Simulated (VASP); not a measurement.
# SnO (Pmn2_1) in VASP: G0W0 quasiparticle levels with LDA

Aim: the G0W0 quasiparticle levels of SnO with LDA.

All numbers are computed with VASP 6.6.1; they aren't measurements. Logs are shortened: lines on timing, memory, paths and dates and some standing lists are left out, and cuts for length are marked.

## Step 1: The cell of the first run

It takes space group Pmn2_1 (No. 31, orthorhombic). Conventional cell: a = 3.303 Å, b = 5.758 Å, c = 4.001 Å, α = 90.00°, β = 90.00°, γ = 90.00°. Sn (site symmetry m) has 3 O at 2.12 to 2.13 Å within 2.8 Å. O (site symmetry m) has 3 Sn at 2.12 to 2.13 Å and 4 O at 2.87 Å within 2.9 Å.

## Step 2: G0W0 quasiparticle levels, LDA

POSCAR

```
SnO
1.0
    3.3031148417      0.0000000000      0.0000000000
    0.0000000000      5.7577050573      0.0000000000
    0.0000000000      0.0000000000      4.0008070726
Sn O
2 2
Direct
    0.0000000000      0.2294420242      0.5172649377
    0.5000000000      0.7705579758      0.0172649377
    0.0000000000      0.8935339404      0.7327360623
    0.5000000000      0.1064660596      0.2327360623
```

INCAR.step1

```
PREC = Accurate ; ENCUT = 500
EDIFF = 1E-8 ; ISMEAR = 0
SIGMA = 0.01 ; LREAL = F
LASPH = T ; NELM = 60
ALGO = Normal ; LWAVE = T
LCHARG = F
```

INCAR.step2

```
PREC = Accurate ; ENCUT = 500
EDIFF = 1E-8 ; ISMEAR = 0
SIGMA = 0.01 ; LREAL = F
LASPH = T ; NELM = 1
ALGO = Exact ; LWAVE = T
LCHARG = F ; NBANDS = 306
LOPTICS = T ; ISTART = 1
```

INCAR.step3

```
PREC = Accurate ; ENCUT = 500
EDIFF = 1E-8 ; ISMEAR = 0
SIGMA = 0.01 ; LREAL = F
LASPH = T ; ALGO = EVGW0
LWAVE = F ; LCHARG = F
NELMGW = 1 ; NBANDS = 306
ENCUTGW = 140.0 ; NOMEGA = 96
PRECFOCK = Fast ; ISTART = 1
NBANDSGW = 28 ; OMEGAMAX = 20
```

KPOINTS

```
Automatic mesh
0
Gamma
  4 2 4
```

Potentials or basis: VASP PAW LDA potentials, release 64 (Sn_d_GW, O_GW).

Launch:

```
$ cat potpaw_LDA.64/Sn_d_GW/POTCAR potpaw_LDA.64/O_GW/POTCAR > POTCAR
$ cp INCAR.step1 INCAR
$ mpirun -np 1 vasp_std > vasp.out
$ cp INCAR.step2 INCAR
$ mpirun -np 1 vasp_std > vasp.out
$ cp INCAR.step3 INCAR
$ mpirun -np 1 vasp_std > vasp.out
```

OUTCAR:

```text
PREC = Accurate
   ENCUT = 500
   EDIFF = 1E-8
   ISMEAR = 0
   LREAL = F
   LASPH = T
   NELMGW = 1
   ENCUTGW = 140.0
   PRECFOCK = Fast
   ISTART = 1

 ion  position               nearest neighbor table
   1  0.000  0.229  0.517-   3 2.12   4 2.13   4 2.13
   2  0.500  0.771  0.017-   4 2.12   3 2.13   3 2.13
   3  0.000  0.894  0.733-   1 2.12   2 2.13   2 2.13
   4  0.500  0.106  0.233-   2 2.12   1 2.13   1 2.13

  LATTYP: Found a simple orthorhombic cell.
 ALAT       =     3.3031148417
 B/A-ratio  =     1.2112225170
 C/A-ratio  =     1.7431137981

  Lattice vectors:

 A1 = (  -3.3031148417,   0.0000000000,   0.0000000000)
 A2 = (   0.0000000000,   0.0000000000,   4.0008070726)
 A3 = (   0.0000000000,   5.7577050573,   0.0000000000)

Analysis of symmetry for initial positions (statically):
=====================================================================
 Subroutine PRICEL returns:
 Original cell was already a primitive cell.

 Routine SETGRP: Setting up the symmetry group for a
 simple orthorhombic supercell.

 Subroutine GETGRP returns: Found  4 space group operations
 (whereof  2 operations were pure point group operations)
 out of a pool of  8 trial point group operations.

The static configuration has the point symmetry C_1h.
 The point group associated with its full space group is C_2v.

Analysis of symmetry for dynamics (positions and initial velocities):
=====================================================================
 Subroutine PRICEL returns:
 Original cell was already a primitive cell.

 Routine SETGRP: Setting up the symmetry group for a
 simple orthorhombic supercell.

 Subroutine GETGRP returns: Found  4 space group operations
 (whereof  2 operations were pure point group operations)
 out of a pool of  8 trial point group operations.

The dynamic configuration has the point symmetry C_1h.
 The point group associated with its full space group is C_2v.

 Subroutine INISYM returns: Found  4 space group operations
 (whereof  2 operations are pure point group operations),
 and found     1 'primitive' translations

----------------------------------------------------------------------------------------

                                     Primitive cell

  volume of cell :      76.0888

  direct lattice vectors                    reciprocal lattice vectors
     3.303114842  0.000000000  0.000000000     0.302744545  0.000000000  0.000000000
     0.000000000  5.757705057  0.000000000     0.000000000  0.173680310  0.000000000
     0.000000000  0.000000000  4.000807073     0.000000000  0.000000000  0.249949568

  length of vectors
     3.303114842  5.757705057  4.000807073     0.302744545  0.173680310  0.249949568

  position of ions in fractional coordinates (direct lattice)
     0.000000000  0.229442024  0.517264938
     0.500000000  0.770557976  0.017264938
     0.000000000  0.893533940  0.732736062
     0.500000000  0.106466060  0.232736062

  ion indices of the primitive-cell ions
   primitive index   ion index
                 1           1
                 2           2
                 3           3
                 4           4

----------------------------------------------------------------------------------------

 KPOINTS: Automatic mesh

Automatic generation of k-mesh.
 Grid dimensions read from file:
 generate k-points for:    4    2    4

 Generating k-lattice:

  Cartesian coordinates                     Fractional coordinates (reciprocal lattice)
     0.075686136  0.000000000  0.000000000     0.250000000  0.000000000  0.000000000
     0.000000000  0.086840155  0.000000000     0.000000000  0.500000000  0.000000000
     0.000000000  0.000000000  0.062487392     0.000000000  0.000000000  0.250000000

  Length of vectors
     0.075686136  0.086840155  0.062487392

  Shift w.r.t. Gamma in fractional coordinates (k-lattice)
     0.000000000  0.000000000  0.000000000

 Subroutine IBZKPT returns following result:
 ===========================================

 Found     18 irreducible k-points:

 Following reciprocal coordinates:
            Coordinates               Weight
  0.000000  0.000000  0.000000      1.000000
  0.250000  0.000000  0.000000      2.000000
  0.500000  0.000000  0.000000      1.000000
  0.000000  0.500000  0.000000      1.000000
  0.250000  0.500000  0.000000      2.000000
  0.500000  0.500000  0.000000      1.000000
[... 10 lines left out ...]
  0.250000  0.500000  0.500000      2.000000
  0.500000  0.500000  0.500000      1.000000
   k-points           NKPTS =     18   k-points in BZ     NKDIM =     32   number of bands    NBANDS=    306
   number of dos      NEDOS =    301   number of ions     NIONS =      4
   total plane-waves  NPLWV =  30240
   dimension x,y,z NGX =    24 NGY =   42 NGZ =   30
   dimension x,y,z NGXF=    48 NGYF=   84 NGZF=   60
   ions per type =               2   2
   NGX,Y,Z   is equivalent  to a cutoff of  12.08, 12.13, 12.47 a.u.
   NGXF,Y,Z  is equivalent  to a cutoff of  24.16, 24.25, 24.93 a.u.
 SYSTEM =  unknown system
   PREC   = accura    normal or accurate (medium, high low for compatibility)
   ISTART =      1    job   : 0-new  1-cont  2-samecut
   ICHARG =      0    charge: 1-file 2-atom 10-const
   ISPIN  =      1    spin polarized calculation?
   LNONCOLLINEAR =      F non collinear calculations
   LSORBIT =      F    spin-orbit coupling
   LASPH  =      T    aspherical Exc in radial PAW
   ENCUT  =  500.0 eV  36.75 Ry    6.06 a.u.   6.02 10.50  7.29*2*pi/ulx,y,z
   NELM   =     60;   NELMIN=  2; NELMDL=  0     # of ELM steps
   EDIFF  = 0.1E-07   stopping-criterion for ELM
   LREAL  =      F    real-space projection
   EDIFFG = 0.1E-06   stopping-criterion for IOM
   NSW    =      0    number of steps for IOM
   IBRION =     -1    ionic relax: 0-MD 1-quasi-New 2-CG
   NFREE  =      0    steps in history (QN), initial steepest desc. (CG)
   ISIF   =      0    stress and relaxation
   ISYM   =      3    0-nonsym 1-usesym 2-fastsym
   POTIM  = 0.5000    time-step for ionic-motion
   TEBEG  =    0.0;   TEEND  =   0.0 temperature during run
   PSTRESS=    0.0 pullay stress
   NELECT =      40.0000    total number of electrons
   NUPDOWN=      -1.0000    fix difference up-down
   EMIN   =  10.00;   EMAX   =-10.00  energy-range for DOS
   EFERMI =   0.00;   METHOD = LEGACY
   ISMEAR =     0;   SIGMA  =   0.01  broadening in eV -4-tet -1-fermi 0-gaus
   EFERMI_NEDOS =   21; number of points for ismear=-14 and -15
   IALGO  =     38    algorithm
   IMIX   =      4    mixing-type and parameters
     AMIX     =   0.40;   BMIX     =  1.00
     AMIX_MAG =   1.60;   BMIX_MAG =  1.00
  volume/ion in A,a.u.               =      19.02       128.37
  Fermi-wavevector in a.u.,A,eV,Ry     =   1.321259  2.496817 23.752032  1.745725
  Thomas-Fermi vector in A             =   2.451026
   LORBIT       =      0    0 simple, 1 ext, 2 COOP (PROOUT), +10 PAW based schemes
   GGA     = CA    functional components
   LHFCALC =     T    Hartree Fock is set to
   PRECFOCK=fast      Normal, Fast or Accurate (Low or Medium for compatibility)
   ENCUT4O =  -1.0   cutoff for four orbital integrals eV
   NKREDX  =     1    reduce k-point grid by
   NKREDY  =     1    reduce k-point grid by
   NKREDZ  =     1    reduce k-point grid by
   AEXX    =    1.0000 exact exchange contribution
   HFSCREEN=    0.0000 screening length (either q_TF or 0.3 A-1)
   HFSCREENC=   0.0000 screening length for correlation (either q_TF or 0.3 A-1)
   ENCUTFOCK=  -1.0 apply spherical cutoff to Coloumb kernel
   IVDW    =     0    specifies the selected vdW correction
   LEPSILON=     F    determine dielectric tensor
   LRPA    =     F    only Hartree local field effects (RPA)
   LRPAFORCE           =     F    calculate RPA forces
   ENCUTGW             = 140.0    cutoff for response function in eV
   ENCUTGWSOFT         = 112.0    soft cutoff for Coulomb kernel in GW response function in eV
   ENCUTLF             =  -1.0    cutoff for local field effects
   NELMGW              =     1    number of iterations in solving QP/BSE equation
   NELMHF              =     1    number of iterations in the inner HF iteration
   NKREDLFX            =     1    NKREDLFY  =   1   NKREDLFZ  =   1
 non-spin polarized calculation
 Gauss-broadening in eV      SIGMA  =   0.01
  energy-cutoff  :      500.00
  volume of cell :       76.09
 maximum number of plane-waves:      1960
  NGX = 14; NGY = 24; NGZ = 16
   NGX = 13   NGY = 21   NGZ = 15
 maximum number of plane-waves:       299
 NGX is ok and might be reduce to    14

 QP shifts <psi_nk| G(iteration)W_0 |psi_nk>: iteration 1
 for sc-GW calculations column KS-energies equals QP-energies in previous step
 and V_xc(KS)=  KS-energies - (<T + V_ion + V_H > + <T+V_H+V_ion>^1  + <V_x>^1)

 k-point   1 :       0.0000    0.0000    0.0000
  band No.  KS-energies  QP-energies   sigma(KS)   V_xc(KS)     V^pw_x(r,r')   Z            occupation Imag(sigma)

      1     -17.7755     -20.1764     -21.0608     -17.5275     -27.6529       0.6795       2.0000       0.3592
      2     -17.4047     -20.1640     -21.2880     -17.3976     -27.0510       0.7093       2.0000       0.2135
      3     -17.2940     -20.0595     -21.3278     -17.3875     -26.9586       0.7018       2.0000       0.1451
      4     -17.2605     -20.0932     -21.4594     -17.4885     -27.1122       0.7134       2.0000       0.1875
      5     -17.2330     -20.0881     -21.4887     -17.5119     -27.1486       0.7179       2.0000       0.1971
      6     -17.2065     -20.0118     -21.4258     -17.4859     -27.1293       0.7120       2.0000       0.1856
[... 20 lines left out ...]
     27      12.3052      12.8872      -9.0320      -9.7852      -4.0535       0.7728       0.0000      -0.2966
     28      13.1422      13.7412      -9.4007     -10.1781      -4.2736       0.7705       0.0000      -0.3535

 k-point   2 :       0.2500    0.0000    0.0000
  band No.  KS-energies  QP-energies   sigma(KS)   V_xc(KS)     V^pw_x(r,r')   Z            occupation Imag(sigma)

      1     -17.7587     -20.1317     -21.0858     -17.5782     -27.7419       0.6765       2.0000       0.3662
      2     -17.5031     -20.0332     -21.1927     -17.5409     -27.5103       0.6928       2.0000       0.3210
      3     -17.2842     -20.1120     -21.4263     -17.4684     -27.1012       0.7145       2.0000       0.2028
      4     -17.2608     -20.0932     -21.4377     -17.4657     -27.0707       0.7131       2.0000       0.1679
      5     -17.2461     -20.0453     -21.3908     -17.4321     -27.0243       0.7071       2.0000       0.1668
      6     -17.2077     -20.0159     -21.4171     -17.4622     -27.0470       0.7101       2.0000       0.1448
[... 20 lines left out ...]
     27      12.1395      12.7175      -9.4402     -10.1954      -4.3919       0.7652       0.0000      -0.3148
     28      13.3028      13.8797      -9.0631      -9.8053      -3.9273       0.7772       0.0000      -0.3398

 k-point   3 :       0.5000    0.0000    0.0000
  band No.  KS-energies  QP-energies   sigma(KS)   V_xc(KS)     V^pw_x(r,r')   Z            occupation Imag(sigma)

      1     -17.7280     -20.1116     -21.0817     -17.5715     -27.7237       0.6790       2.0000       0.3658
      2     -17.7280     -20.1116     -21.0817     -17.5715     -27.7237       0.6790       2.0000       0.3658
      3     -17.2496     -20.0748     -21.4200     -17.4636     -27.0804       0.7141       2.0000       0.1826
      4     -17.2496     -20.0748     -21.4200     -17.4636     -27.0804       0.7141       2.0000       0.1826
      5     -17.2115     -20.0229     -21.4066     -17.4459     -27.0498       0.7098       2.0000       0.1703
      6     -17.2115     -20.0229     -21.4066     -17.4459     -27.0498       0.7098       2.0000       0.1703
[... 20 lines left out ...]
     27      13.1764      13.6231      -8.7784      -9.3676      -3.6730       0.7581       0.0000      -0.3748
     28      13.1764      13.6231      -8.7784      -9.3676      -3.6730       0.7581       0.0000      -0.3748

 k-point   4 :       0.0000    0.5000    0.0000
  band No.  KS-energies  QP-energies   sigma(KS)   V_xc(KS)     V^pw_x(r,r')   Z            occupation Imag(sigma)

      1     -17.7679     -20.1724     -21.0714     -17.5366     -27.6594       0.6802       2.0000       0.3558
      2     -17.4091     -20.1658     -21.2804     -17.3918     -27.0477       0.7089       2.0000       0.2171
      3     -17.2875     -20.0542     -21.3360     -17.3969     -26.9675       0.7024       2.0000       0.1420
      4     -17.2575     -20.0945     -21.4627     -17.4917     -27.1154       0.7144       2.0000       0.1867
      5     -17.2354     -20.0862     -21.4852     -17.5088     -27.1418       0.7169       2.0000       0.1945
      6     -17.2121     -20.0144     -21.4221     -17.4791     -27.1215       0.7107       2.0000       0.1880
[... 404 lines left out ...]
     27      13.4672      14.1369     -10.3644     -11.2459      -4.9991       0.7597       0.0000      -0.3935
     28      13.4672      14.1369     -10.3644     -11.2459      -4.9991       0.7597       0.0000      -0.3935

 k-point  17 :       0.2500    0.5000    0.5000
  band No.  KS-energies  QP-energies   sigma(KS)   V_xc(KS)     V^pw_x(r,r')   Z            occupation Imag(sigma)

      1     -17.6727     -20.0981     -21.0860     -17.5464     -27.6537       0.6852       2.0000       0.3636
      2     -17.6727     -20.0981     -21.0860     -17.5464     -27.6537       0.6852       2.0000       0.3636
      3     -17.2828     -20.1069     -21.4240     -17.4600     -27.0942       0.7124       2.0000       0.2043
      4     -17.2828     -20.1069     -21.4240     -17.4600     -27.0942       0.7124       2.0000       0.2043
      5     -17.2163     -20.0212     -21.4069     -17.4486     -27.0036       0.7086       2.0000       0.1280
      6     -17.2163     -20.0212     -21.4069     -17.4486     -27.0036       0.7086       2.0000       0.1280
[... 20 lines left out ...]
     27      13.6986      14.2925      -9.2592     -10.0276      -4.0322       0.7729       0.0000      -0.3620
     28      13.6986      14.2925      -9.2592     -10.0276      -4.0322       0.7729       0.0000      -0.3620

 k-point  18 :       0.5000    0.5000    0.5000
  band No.  KS-energies  QP-energies   sigma(KS)   V_xc(KS)     V^pw_x(r,r')   Z            occupation Imag(sigma)

      1     -17.7614     -20.1166     -21.0378     -17.5451     -27.7121       0.6743       2.0000       0.3765
      2     -17.7614     -20.1166     -21.0378     -17.5451     -27.7121       0.6743       2.0000       0.3765
      3     -17.2749     -20.0841     -21.3919     -17.4378     -27.0537       0.7104       2.0000       0.1895
      4     -17.2749     -20.0841     -21.3919     -17.4378     -27.0537       0.7104       2.0000       0.1895
      5     -17.1876     -20.0107     -21.4372     -17.4708     -27.0727       0.7117       2.0000       0.1608
      6     -17.1876     -20.0107     -21.4372     -17.4708     -27.0727       0.7117       2.0000       0.1608
[... 20 lines left out ...]
     27      13.9876      14.6164      -9.6580     -10.4825      -4.1356       0.7625       0.0000      -0.4728
     28      13.9876      14.6164      -9.6580     -10.4825      -4.1356       0.7625       0.0000      -0.4728
```

Wall time 24 min (1 thread of AMD EPYC 9R45 (Zen 5), shared host); peak memory 1.7 GiB.

What came out:

```yaml
Quasiparticle_gap: 2.71 eV
Least_direct_quasiparticle_gap: 3.53 eV
Band_gap_of_the_starting_levels_on_the_mesh: 1.89 eV
Least_direct_gap_of_the_starting_levels_on_the_mesh: 2.65 eV
```

Caveat: the k points lie up to 0.55 Å⁻¹ apart; bands, screening cutoff and mesh are small and nothing is extrapolated, so the quasiparticle values aren't converged; spin-orbit coupling is left out, which moves the levels of the heavy elements.
